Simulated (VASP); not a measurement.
Runs of VASP 6.6.1 on Au. The structure is that of space group Im-3m (No. 229), or close to it. The cells are those of the table. 

```tsv
cell	gap on the mesh (eV)	pressure (GPa)
a = 2.837 Å, angles 109.5°, 1 atom	none	0.2
a = 2.808 Å, angles 109.5°, 1 atom	none	(b)
a = 2.779 Å, angles 109.5°, 1 atom	none	11.8
a = 2.892 Å, angles 109.5°, 1 atom	none	(a)
a = 2.865 Å, angles 109.5°, 1 atom	none	-3.9
```

Alike in all rows: task single point; level r2SCAN; potentials or basis VASP PAW PBE potentials, release 64 (Au); no spin polarisation; k mesh 18 × 18 × 18; cutoff (eV) 520; smearing gaussian 0.1 eV.

Q: Fill in the values left out.

A: (a) -7.2; (b) 5.4.

Caveats: the PAW data sets were made with another functional, which shifts forces and pressure a little; spin-orbit coupling is left out, which moves the levels of the heavy elements.

A k mesh can miss the band edges, and the runs leave out spin-orbit coupling on Au.

A gap of «none» marks levels without a gap at the run's occupations.
